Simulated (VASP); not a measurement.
# In3B2As: single point with PBE

The system is In3B2As.

```xyz
6
Lattice="6.5109 0.0000 0.0000 -3.2554 5.6386 0.0000 0.0000 0.0000 3.2617" Properties=species:S:1:pos:R:3 pbc="T T T"
In    3.2554    0.0000    1.6308
In   -1.6277    2.8193    1.6308
In    1.6277    2.8193    1.6308
B     0.0000    3.7590    0.0000
B     3.2554    1.8795    0.0000
As    0.0000    0.0000    0.0000
```

- Program: VASP 6.6.1
- Task: single point
- Functional: PBE
- Potentials or basis: VASP PAW PBE potentials, release 64 (In_d, B, As)
- Cutoff: 520 eV
- k mesh: 6 × 6 × 4
- Occupations: gaussian, width 0.1 eV
- Spin: no spin polarisation
- Dipole correction: no
- Further INCAR settings: ALGO = Normal; EDIFF = 1e-07; NBANDS = 34

```
Pressure               : 0.0 GPa
Band gap on the k mesh : zero (band 25 reaches 7.43 eV, above the bottom of band 26 at 5.36 eV)
```

Stress tensor (GPa, compression positive):
```
 0.08  0.00  0.00
 0.00  0.08  0.00
 0.00  0.00 -0.02
```

Levels at points of the mesh, in eV from the Fermi level:
```tsv
k point	band 21	band 22	band 23	band 24	band 25	band 26	band 27	band 28	band 29	band 30
(0.00, 0.00, 0.00)	-3.76	-3.76	0.35	0.35	0.53	2.55	2.80	3.19	5.43	5.43
(0.50, 0.00, 0.00)	-2.57	-1.27	-1.27	-0.41	1.19	1.30	1.87	3.13	3.86	3.96
(0.00, 0.00, 0.50)	-2.71	-2.71	-2.13	-1.30	-1.30	-0.69	-0.69	0.64	0.64	2.36
(0.50, 0.00, 0.50)	-3.03	-3.02	-1.89	-0.73	-0.21	0.58	0.65	1.09	1.47	2.14
```

It took 50 s on 1 thread of Intel(R) Xeon(R) 6975P-C (Granite Rapids), on a shared host, peak memory 0.26 GiB.

Caveat: the k points lie up to 0.48 Å⁻¹ apart; spin-orbit coupling is left out, which moves the levels of the heavy elements.
